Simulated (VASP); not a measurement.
Crystal: CuI2 (fluorite type).

```
Cu I
1.0
     0.00000    3.01687    3.01687
     3.01687    0.00000    3.01687
     3.01687    3.01687    0.00000
Cu I
1 2
Direct
  0.00000 0.00000 0.00000
  0.25000 0.25000 0.25000
  0.75000 0.75000 0.75000
```

```yaml
Program: VASP 6.6.1
Task: relaxation of cell and atoms
Functional: PBE
Potentials_or_basis: VASP PAW PBE potentials, release 64 (Cu, I)
Cutoff: 600 eV
k_mesh: 12 × 12 × 12
Occupations: fermi-dirac, width 0.03 eV
Spin: no spin polarisation
```

At the start: pressure 56.8 GPa; volume 18.31 Å³/atom.

Question: How do energy, volume and symmetry change on relaxing?

Answer: Over 5 steps the energy falls by 1382.4 meV/atom and the volume is 30.64 Å³/atom (+67.4 %); space group Fm-3m (No. 225, to 0.1 Å) before and after.

The path:
| step | energy change (eV) | largest force (eV/Å) | pressure (GPa) | volume (Å³) |
| --- | --- | --- | --- | --- |
| 1 | 0.0000 | 0.0000 | 56.84 | 54.92 |
| 2 | -3.5322 | 0.0000 | -4.28 | 124.39 |
| 3 | -4.1446 | 0.0000 | 0.56 | 90.39 |
| 4 | -4.1456 | 0.0000 | -0.40 | 93.05 |
| 5 | -4.1471 | 0.0000 | -0.01 | 91.91 |

Final structure:
```
Cu I
1.0
     0.00000    3.58190    3.58190
     3.58190    0.00000    3.58190
     3.58190    3.58190    0.00000
Cu I
1 2
Direct
  0.00000 0.00000 0.00000
  0.25000 0.25000 0.25000
  0.75000 0.75000 0.75000
```

Caveat: the volume moved by over 15 % at a fixed basis, so the end points are rough; an odd number of electrons without spin polarisation forces a metal; a magnetic or distorted state may lie lower.
